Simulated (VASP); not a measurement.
# ZnSe in VASP: a series of runs

The runs below take ZnSe through single point, with PBE.

All numbers are computed with VASP 6.6.1; they aren't measurements. Logs are shortened: lines on timing, memory, paths and dates and some standing lists are left out, and cuts for length are marked.

## (1) The cell of the first run

The cell holds a slab with vacuum, 16 atoms: a = 8.106 Å, b = 8.106 Å, c = 24.839 Å, α = 90.00°, β = 90.00°, γ = 120.00°.

## (2) Single point, PBE

The input, INCAR:

```
SYSTEM = ZnSe
  PREC = Accurate
  ENCUT = 520
  EDIFF = 1E-6
  ISMEAR = 0
  SIGMA = 0.05
  LREAL = Auto
  LASPH = .True.
  NELM = 60
  ALGO = Normal
  ISIF = 2
  LWAVE = .False.
  LCHARG = .False.
  LDIPOL = .True.
  IDIPOL = 3
  DIPOL = 0.5 0.5 0.397
  GGA = PE
  NBANDS = 86
```

The input, KPOINTS:

```
Automatic mesh
0
Gamma
  2 2 1
  0 0 0
```

The input, POSCAR:

```
ZnSe
1.0
    8.1060462640      0.0000000000      0.0000000000
   -4.0530231320      7.0200419889      0.0000000000
    0.0000000000      0.0000000000     24.8386994121
Se Zn
8 8
Direct
    0.5000000000      0.0000000000      0.3220780552
    0.5000000000      0.5000000000      0.3220780552
    0.0000000000      0.0000000000      0.3220780552
    0.0000000000      0.5000000000      0.3220780552
    0.6472347275      0.8236847364      0.4668665777
    0.6656021635      0.3331034807      0.4617830408
    0.1752353120      0.8238646719      0.4670804350
    0.1751323953      0.3525905730      0.4671032238
    0.1666666667      0.8333333333      0.3553857525
    0.1666666667      0.3333333333      0.3553857525
    0.6666666667      0.8333333333      0.3553857525
    0.6666666667      0.3333333333      0.3553857525
    0.3325647351      0.6672467635      0.4135435494
    0.3197245066      0.1605708087      0.4537195093
    0.8387467961      0.6787311500      0.4532653042
    0.8384995123      0.1605124763      0.4532566052
```

Potentials or basis: VASP PAW PBE potentials, release 64 (Se, Zn).

Launch:

```
> cat potpaw_PBE.64/Se/POTCAR potpaw_PBE.64/Zn/POTCAR > POTCAR
> mpirun -np 1 vasp_std > vasp.out
```

OUTCAR:

```text
SYSTEM = ZnSe
   PREC = Accurate
   ENCUT = 520
   EDIFF = 1E-6
   ISMEAR = 0
   LREAL = Auto
   LASPH = .True.
   NELM = 60
   ISIF = 2
   GGA = PE

 ion  position               nearest neighbor table
   1  0.500  0.000  0.322-   9 2.48  12 2.48  11 2.48
   2  0.500  0.500  0.322-  10 2.48  11 2.48  12 2.48
   3  0.000  0.000  0.322-  11 2.48  10 2.48   9 2.48
   4  0.000  0.500  0.322-  12 2.48   9 2.48  10 2.48
   5  0.647  0.824  0.467-  15 2.39  16 2.40  13 2.58  11 2.77
   6  0.666  0.333  0.462-  16 2.43  15 2.44  14 2.44  12 2.64
   7  0.175  0.824  0.467-  15 2.39  14 2.39  13 2.57   9 2.78
   8  0.175  0.353  0.467-  14 2.39  16 2.40  13 2.58  10 2.78
   9  0.167  0.833  0.355-   1 2.48   4 2.48   3 2.48  13 2.74   7 2.78
  10  0.167  0.333  0.355-   2 2.48   3 2.48   4 2.48  13 2.75   8 2.78
  11  0.667  0.833  0.355-   3 2.48   2 2.48   1 2.48  13 2.75   5 2.77
  12  0.667  0.333  0.355-   4 2.48   1 2.48   2 2.48   6 2.64
  13  0.333  0.667  0.414-   7 2.57   5 2.58   8 2.58   9 2.74  10 2.75  11 2.75
  14  0.320  0.161  0.454-   8 2.39   7 2.39   6 2.44
  15  0.839  0.679  0.453-   5 2.39   7 2.39   6 2.44
  16  0.838  0.161  0.453-   5 2.40   8 2.40   6 2.43

  LATTYP: Found a hexagonal cell.
 ALAT       =     8.1060462640
 C/A-ratio  =     3.0642188069

  Lattice vectors:

 A1 = (   8.1060462640,   0.0000000000,   0.0000000000)
 A2 = (  -4.0530231320,   7.0200419889,   0.0000000000)
 A3 = (   0.0000000000,   0.0000000000,  24.8386994121)

Analysis of symmetry for initial positions (statically):
=====================================================================
 Subroutine PRICEL returns:
 Original cell was already a primitive cell.

 Routine SETGRP: Setting up the symmetry group for a
 hexagonal supercell.

 Subroutine GETGRP returns: Found  1 space group operations
 (whereof  1 operations were pure point group operations)
 out of a pool of 24 trial point group operations.

The static configuration has the point symmetry C_1 .

Analysis of symmetry for dynamics (positions and initial velocities):
=====================================================================
 Subroutine PRICEL returns:
 Original cell was already a primitive cell.

 Routine SETGRP: Setting up the symmetry group for a
 hexagonal supercell.

 Subroutine GETGRP returns: Found  1 space group operations
 (whereof  1 operations were pure point group operations)
 out of a pool of 24 trial point group operations.

The dynamic configuration has the point symmetry C_1 .
[... 118 lines left out ...]
   NUPDOWN=      -1.0000    fix difference up-down
   EMIN   =  10.00;   EMAX   =-10.00  energy-range for DOS
   EFERMI =   0.00;   METHOD = LEGACY
   ISMEAR =     0;   SIGMA  =   0.05  broadening in eV -4-tet -1-fermi 0-gaus
   EFERMI_NEDOS =   21; number of points for ismear=-14 and -15
   IALGO  =     38    algorithm
   IMIX   =      4    mixing-type and parameters
     AMIX     =   0.40;   BMIX     =  1.00
     AMIX_MAG =   1.60;   BMIX_MAG =  1.00
  volume/ion in A,a.u.               =      88.34       596.15
  Fermi-wavevector in a.u.,A,eV,Ry     =   0.764604  1.444892  7.954224  0.584619
  Thomas-Fermi vector in A             =   1.864542
   LORBIT       =      0    0 simple, 1 ext, 2 COOP (PROOUT), +10 PAW based schemes
   GGA     = PE    functional components
   LHFCALC =     F    Hartree Fock is set to
   AEXX    =    0.0000 exact exchange contribution
   IVDW    =     0    specifies the selected vdW correction
   LEPSILON=     F    determine dielectric tensor
   LRPA    =     F    only Hartree local field effects (RPA)
 non-spin polarized calculation
 Gauss-broadening in eV      SIGMA  =   0.05
  energy-cutoff  :      520.00
  volume of cell :     1413.44
 maximum number of plane-waves:     38066
   NGX = 31   NGY = 31   NGZ = 93

 dipolmoment           0.000000      0.000000      0.000000 electrons x Angstroem

 number of electron     144.0000098 magnetization

 dipolmoment           0.000000      0.000000     -0.412882 electrons x Angstroem

 Free energy of the ion-electron system (eV)
  ---------------------------------------------------
  ext. energy  EPLUGINS =         0.00000000
  ---------------------------------------------------
  free energy    TOTEN  =       -44.42662617 eV

  energy without entropy =      -44.42662617  energy(sigma->0) =      -44.42662617

 E-fermi :  -3.3473     XC(G=0):  -2.8885

 val. band max:       -3.6332709470   @ k =   0.0000   0.0000   0.0000
 cond. band min:      -2.8048133041   @ k =   0.0000   0.0000   0.0000
 fundamental gap:      0.8284576430
 Fermi energy:        -3.3473251910

 k-point     1 :       0.0000    0.0000    0.0000
  band No.  band energies     occupation
      1     -17.0654      2.00000
      2     -16.5123      2.00000
      3     -16.4577      2.00000
      4     -16.4525      2.00000
      5     -15.7761      2.00000
      6     -15.2785      2.00000
[... 337 lines left out ...]
     83       0.8468      0.00000
     84       1.3900      0.00000
 [bands above 84 left out]

------------------------ aborting loop because EDIFF is reached ----------------------------------------

 vacuum level on the upper side and lower side of the slab       (xc-potential included)        -0.739         0.545

  FORCE on cell =-STRESS in cart. coord.  units (eV):
  Direction    XX          YY          ZZ          XY          YZ          ZX
  --------------------------------------------------------------------------------------
  -------------------------------------------------------------------------------------
  Total       -2.5616483     -2.6153900     -1.0801769     -0.0463060      0.0119496      0.0021495
  in kB       -2.9037047     -2.9646226     -1.2244127     -0.0524892      0.0135453      0.0024366
  external PRESSURE =      -2.3642467 kB  Pullay stress =       0.0000000 kB

 VOLUME and BASIS-vectors are now :
 -----------------------------------------------------------------------------
  energy-cutoff  :      520.00
  volume of cell :     1413.44
      direct lattice vectors                 reciprocal lattice vectors
     8.106046264  0.000000000  0.000000000     0.123364704  0.071224645  0.000000000
    -4.053023132  7.020041989  0.000000000     0.000000000  0.142449290  0.000000000
     0.000000000  0.000000000 24.838699412     0.000000000  0.000000000  0.040259757

 POSITION                                       TOTAL-FORCE (eV/Angst)
 -----------------------------------------------------------------------------------
      4.05302      0.00000      8.00000        -0.000332     -0.214452      0.355247
      2.02651      3.51002      8.00000        -0.183292      0.104203      0.352182
      0.00000      0.00000      8.00000         0.002278      0.000841      0.440528
     -2.02651      3.51002      8.00000         0.183268      0.106672      0.358620
      1.90810      5.78230     11.59636        -0.013977      0.009829      0.042713
      4.04533      2.33840     11.47009        -0.002892      0.001396      0.010163
[... 8 lines left out ...]
      4.04801      4.76472     11.25852         0.003288     -0.002316     -0.006877
      6.14636      1.12680     11.25830         0.011091     -0.004822     -0.000934
 -----------------------------------------------------------------------------------
    total drift:                                0.000472     -0.000178     -0.014334

  FREE ENERGIE OF THE ION-ELECTRON SYSTEM (eV)
  ---------------------------------------------------
  free  energy   TOTEN  =       -44.4266261714 eV

  energy  without entropy=      -44.4266261714  energy(sigma->0) =      -44.42662617

 vacuum level on the upper side and lower side of the slab         1.130         2.444
```

OSZICAR:

```text
N       E                     dE             d eps       ncg     rms          rms(c)
DAV:   1     0.928098178583E+03    0.92810E+03   -0.54714E+04   712   0.133E+03
DAV:   2     0.779165063337E+02   -0.85018E+03   -0.83185E+03   876   0.292E+02
DAV:   3    -0.420707753818E+02   -0.11999E+03   -0.11907E+03   792   0.109E+02
[... 18 lines left out ...]
DAV:  22    -0.444266198818E+02   -0.15500E-04   -0.46045E-07   506   0.370E-03    0.570E-04
DAV:  23    -0.444266222315E+02   -0.23497E-05   -0.71401E-08   480   0.250E-03    0.401E-04
DAV:  24    -0.444266238628E+02   -0.16313E-05   -0.17939E-08   472   0.134E-03    0.417E-04
DAV:  25    -0.444266258208E+02   -0.19580E-05   -0.43095E-08   424   0.148E-03    0.170E-04
DAV:  26    -0.444266261714E+02   -0.35063E-06    0.29610E-08   464   0.710E-04
   1 F= -.44426626E+02 E0= -.44426626E+02  d E =-.819878E-16
```

Wall time 18 min (1 thread of Intel Xeon Platinum 8259CL at 2.50GHz (Skylake/Cascade Lake), shared host); peak memory 1.4 GiB.

What came out:

```
Free energy            : -44.4266 eV
Largest force          : 0.593 eV/Å
Band gap on the k mesh : 0.83 eV, direct
```

Forces on the atoms (eV/Å):
```
Se   0.000 -0.214  0.355
Se  -0.183  0.104  0.352
Se   0.002  0.001  0.441
Se   0.183  0.107  0.359
Se  -0.014  0.010  0.043
Se  -0.003  0.001  0.010
Se   0.001  0.005  0.039
Se  -0.001  0.000  0.027
Zn  -0.303  0.179 -0.478
Zn   0.007 -0.338 -0.469
Zn   0.294  0.164 -0.473
Zn  -0.009  0.000 -0.150
Zn   0.012 -0.011 -0.035
Zn   0.000  0.000 -0.013
Zn   0.003 -0.002 -0.007
Zn   0.011 -0.005 -0.001
```

Caveat: the k points lie up to 0.45 Å⁻¹ apart.

## (3) Single point, PBE

This run uses another cell than the first one, of 71.62 Å³/atom, 0.811 times its volume.

The input, INCAR:

```
ALGO = Normal ; DIPOL = 0.5 0.5 0.488
EDIFF = 1E-6 ; ENCUT = 520
GGA = PE ; IDIPOL = 3
ISIF = 2 ; ISMEAR = 0
LASPH = T ; LCHARG = F
LDIPOL = T ; LREAL = Auto
LWAVE = F ; NBANDS = 86
NELM = 60 ; PREC = Accurate
SIGMA = 0.05
```

The input, KPOINTS:

```
k-points
0
Gamma
  2 2 1
```

The input, POSCAR:

```
ZnSe
1.0
    8.1060462700      0.0000000000      0.0000000000
   -4.0530231350      7.0200419941      0.0000000000
    0.0000000000      0.0000000000     20.1365994152
Se Zn
8 8
Direct
    0.5000000000      0.0000000000      0.3972865445
    0.5000000000      0.5000000000      0.3972865445
    0.0000000000      0.0000000000      0.3972865445
    0.0000000000      0.5000000000      0.3972865445
    0.6666666667      0.8333333333      0.5754636953
    0.6666666667      0.3333333333      0.5754636953
    0.1666666667      0.8333333333      0.5754636953
    0.1666666667      0.3333333333      0.5754636953
    0.1666666667      0.8333333333      0.4383719267
    0.1666666667      0.3333333333      0.4383719267
    0.6666666667      0.8333333333      0.4383719267
    0.6666666667      0.3333333333      0.4383719267
    0.3333333333      0.6666666667      0.5420208844
    0.3333333333      0.1666666667      0.5420208844
    0.8333333333      0.6666666667      0.5420208844
    0.8333333333      0.1666666667      0.5420208844
```

Potentials or basis: VASP PAW PBE potentials, release 64 (Se, Zn).

Launch:

```
> cat potpaw_PBE.64/Se/POTCAR potpaw_PBE.64/Zn/POTCAR > POTCAR
> mpirun -np 1 vasp_std > vasp.out
```

Run time: 7.7 min. Hardware: 1 thread of Intel Xeon Platinum 8259CL at 2.50GHz (Skylake/Cascade Lake), shared host; peak memory 1 GiB.

It converged, with:

```yaml
Free_energy: -44.3897 eV
Largest_force: 0.441 eV/Å
Band_gap_on_the_k_mesh: 0.95 eV
```

Forces in eV/Å, atoms in the order of the input:
```
Se   0.000  0.000  0.426
Se   0.000  0.000  0.426
Se   0.000  0.000  0.426
Se   0.000  0.000  0.426
Se   0.000  0.000  0.032
Se   0.000  0.000  0.032
Se   0.000  0.000  0.032
Se   0.000  0.000  0.032
Zn   0.000  0.000 -0.441
Zn   0.000  0.000 -0.441
Zn   0.000  0.000 -0.441
Zn   0.000  0.000 -0.441
Zn   0.000  0.000 -0.017
Zn   0.000  0.000 -0.017
Zn   0.000  0.000 -0.017
Zn   0.000  0.000 -0.017
```

Levels at points of the mesh, in eV from the valence-band top:
| k point | band 68 | band 69 | band 70 | band 71 | band 72 | band 73 | band 74 | band 75 | band 76 | band 77 |
| --- | --- | --- | --- | --- | --- | --- | --- | --- | --- | --- |
| (0.00, 0.00, 0.00) | -0.88 | -0.88 | -0.88 | 0.00 | 0.00 | 0.95 | 1.52 | 1.52 | 1.52 | 2.15 |
| (0.50, 0.00, 0.00) | -0.80 | -0.68 | -0.68 | -0.57 | -0.57 | 2.14 | 2.14 | 2.28 | 2.28 | 3.28 |

Caveat: the k points lie up to 0.45 Å⁻¹ apart.

## (4) Single point, PBE

This run uses another cell than the first one, of 71.62 Å³/atom, 0.811 times its volume.

INCAR is that of step 3.

KPOINTS is that of step 3.

POSCAR is that of step 3.

Launch:

```
> cat potpaw_PBE.64/Se/POTCAR potpaw_PBE.64/Zn/POTCAR > POTCAR
> mpirun -np 1 vasp_std > vasp.out
```

It took 7.8 min on 1 thread of Oxide Virtual Turin-like, shared host; peak memory 0.99 GiB.

The run converged. Its results:

* Free energy: -44.3897 eV
* Largest force: 0.441 eV/Å
* Band gap on the k mesh: 0.95 eV

Forces in eV/Å, atoms in the order of the input:
```
Se   0.000  0.000  0.426
Se   0.000  0.000  0.426
Se   0.000  0.000  0.426
Se   0.000  0.000  0.426
Se   0.000  0.000  0.032
Se   0.000  0.000  0.032
Se   0.000  0.000  0.032
Se   0.000  0.000  0.032
Zn   0.000  0.000 -0.441
Zn   0.000  0.000 -0.441
Zn   0.000  0.000 -0.441
Zn   0.000  0.000 -0.441
Zn   0.000  0.000 -0.017
Zn   0.000  0.000 -0.017
Zn   0.000  0.000 -0.017
Zn   0.000  0.000 -0.017
```

Levels at points of the mesh, in eV from the valence-band top:
| k point | band 69 | band 70 | band 71 | band 72 | band 73 | band 74 | band 75 | band 76 |
| --- | --- | --- | --- | --- | --- | --- | --- | --- |
| (0.00, 0.00, 0.00) | -0.88 | -0.88 | 0.00 | 0.00 | 0.95 | 1.52 | 1.52 | 1.52 |
| (0.50, 0.00, 0.00) | -0.68 | -0.68 | -0.57 | -0.57 | 2.14 | 2.14 | 2.28 | 2.28 |

Caveat: the k points lie up to 0.45 Å⁻¹ apart.

(Continued in part 2 of 2.)
